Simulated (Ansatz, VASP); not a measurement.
One calculation of CsH, two programs

File POSCAR:

```
CsH
1.0
    0.0000000000      2.9329600000      3.4430400000
    2.9329600000      0.0000000000      3.4430400000
    2.9329600000      2.9329600000      0.0000000000
Cs H
1 1
Direct
    0.0000000000      0.0000000000      0.0000000000
    0.5000000000      0.5000000000      0.5000000000
```

File INCAR.step1:

```
PREC = Accurate
ENCUT = 520
ISMEAR = 0
SIGMA = 0.05
LREAL = False
LASPH = True
NELM = 80
NBANDS = 12
GGA = PE
ALGO = Normal
EDIFF = 1E-4
LWAVE = True
LCHARG = False
```

File INCAR.step2:

```
PREC = Accurate
ENCUT = 520
EDIFF = 1E-6
ISMEAR = 0
SIGMA = 0.05
LREAL = False
LASPH = True
NELM = 80
ALGO = Normal
ISIF = 2
LWAVE = False
LCHARG = True
METAGGA = R2SCAN
LMIXTAU = True
LELF = True
LVHAR = True
NBANDS = 12
ISTART = 1
```

The input KPOINTS:

```
regular mesh
0
Gamma
  6 6 6
```

Input for Ansatz:

```yaml
crystal:
  lattice:
    - [0.0, 2.93296, 3.44304]
    - [2.93296, 0.0, 3.44304]
    - [2.93296, 2.93296, 0.0]
  atoms:
    - { symbol: Cs, position: [0.0, 0.0, 0.0] }
    - { symbol: H, position: [0.5, 0.5, 0.5] }
basis:
  ecutwfc: 500
kpoints:
  mp_grid: { grid: [6, 6, 6] }
hamiltonian:
  xc: r2scan
scf:
  occupations: { method: gaussian, width: 0.05 }
output:
  forces: true
  stress: true
  eigenvalues: true
```

Change from the starting cell: strain -0.080 along x and y, +0.080 along z, atoms carried along.

Alike in both runs: task single point; functional r2SCAN; k mesh 6 × 6 × 6; occupations gaussian, width 0.05 eV; no spin polarisation.

```csv
,VASP,Ansatz
version,VASP 6.6.1,Ansatz 0.2.0
potentials or method,"VASP PAW PBE potentials, release 64 (Cs_sv, H), cutoff 520 eV","scalar-relativistic, plane waves, PAW"
valence electrons in the cell,10,10
```

```csv
,VASP,Ansatz,Ansatz less VASP
gap on the k mesh at the Fermi level (eV),2.39,2.42,+0.026
least direct gap on the mesh (eV),2.39,2.42,+0.026
pressure (GPa),1.8,1.8,-0.07
"traceless stress, the component that is largest in VASP (GPa)",-2.93,-2.86,+0.070
```

VASP's potentials were made for PBE, not for r2SCAN.

Neither program's run includes spin-orbit coupling.
